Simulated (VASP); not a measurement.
**Sn: single point with PBE**

Crystal: Sn.

```
Sn
1.0
     0.00000    2.57241    2.56117
     2.10842    0.00000    2.56117
     2.10842    2.57241    0.00000
Sn
1
Direct
  0.00000 0.00000 0.00000
```

```json
{"Program": "VASP 6.6.1", "Task": "single point", "Functional": "PBE", "Potentials or basis": "VASP PAW PBE potentials, release 64 (Sn_d)", "Cutoff": "520 eV", "k mesh": "20 × 20 × 20", "Occupations": "gaussian, width 0.1 eV", "Spin": "no spin polarisation", "Dipole correction": "no", "Further INCAR settings": "ALGO = Fast; EDIFF = 1e-06; NBANDS = 13"}
```

```
Pressure               : 0.1 GPa
Band gap on the k mesh : zero (bands 7 and 8 overlap by 9.59 eV)
```

Levels at points of the mesh, in eV from the Fermi level:
```csv
k point,band 3,band 4,band 5,band 6,band 7,band 8,band 9,band 10,band 11,band 12
"(0.00, 0.00, 0.00)",-21.55,-21.50,-21.45,-10.97,7.41,7.72,7.74,11.04,11.82,11.84
"(0.50, 0.00, 0.00)",-21.50,-21.45,-21.39,-6.66,-4.46,4.24,6.06,8.65,9.05,11.84
"(0.50, 0.50, 0.00)",-21.45,-21.44,-21.37,-5.76,-4.03,2.53,3.73,6.49,6.77,17.51
"(0.50, 0.00, 0.50)",-21.45,-21.43,-21.38,-5.83,-4.06,2.59,3.77,6.55,6.80,17.63
"(0.00, 0.50, 0.50)",-21.42,-21.39,-21.39,-3.20,-2.09,0.48,0.52,3.86,4.54,18.41
```

Run time: 3.5 min on 1 thread of Intel(R) Xeon(R) Platinum 8559C (Emerald Rapids) (shared host), peak memory 0.48 GiB.

Caveat: spin-orbit coupling is left out, which moves the levels of the heavy elements.
